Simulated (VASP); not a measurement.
The system is FeO.

```
CELL_PARAMETERS angstrom
1.51882 0.87689 2.51958
-1.51882 0.87689 2.51958
0.00000 -1.75378 2.51958
ATOMIC_POSITIONS crystal
Fe 0.00000 0.00000 0.00000
O 0.50000 0.50000 0.50000
```

Base run:

* Program: VASP 6.6.1
* Functional: RPBE
* Potentials or basis: VASP PAW PBE potentials, release 64 (Fe, O)
* Cutoff: 520 eV
* k mesh: 10 × 10 × 10
* Occupations: fermi-dirac, width 0.15 eV
* Spin: collinear spin, ferromagnetic start
* Starting moments: [4.5, 0.0] μB

Its results: band gap on the k mesh zero (filled and empty bands overlap); pressure 4.9 GPa; net moment 3.99 μB per cell; site moments Fe +3.62; O +0.29 μB.

**Question.** The run is repeated on the same cell with these changes: functional from RPBE to PBE. What comes out?

**Answer.** Band gap on the k mesh zero (filled and empty bands overlap); pressure -0.7 GPa; net moment 3.98 μB per cell; site moments Fe +3.60; O +0.29 μB.

PBE binds more tightly than RPBE, so the same cell stands under less pressure.

Caveats: a cell with one magnetic atom can't hold antiferromagnetic order, which such compounds often take; semilocal functionals often make such compounds metallic where correlation or magnetic order opens a gap, which also shifts bond lengths; the cell stands under pressure (at least some runs); the PAW data sets were made with another functional, which shifts forces and pressure a little (at least some runs).
